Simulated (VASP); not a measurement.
Crystal: Ru.

```
Ru
1.0
     2.65056    0.00000    0.00000
    -1.32528    2.29546    0.00000
     0.00000    0.00000    4.19449
Ru
2
Direct
  0.66667 0.33333 0.75000
  0.33333 0.66667 0.25000
```

Base run:

```yaml
Program: VASP 6.6.1
Functional: r2SCAN
Potentials_or_basis: VASP PAW PBE potentials, release 64 (Ru_sv)
Cutoff: 620 eV
k_mesh: 11 × 11 × 6
Occupations: fermi-dirac, width 0.05 eV
Spin: no spin polarisation
```

Its results: band gap on the k mesh zero (bands 16 and 17 overlap by 3.53 eV); pressure 21.8 GPa.

Question: The run is repeated on the same cell with these changes: functional from r2SCAN to r2SCANh; cutoff from 620 eV to 460 eV; k mesh from 11 × 11 × 6 to 6 × 6 × 3. What comes out?

Answer: Band gap on the k mesh zero (bands 16 and 17 overlap by 4.06 eV); pressure 16.6 GPa.

Several settings changed at once.

Caveats: some runs use coarse meshes; the PAW data sets were made with another functional, which shifts forces and pressure a little; the cell stands under pressure (at least some runs).
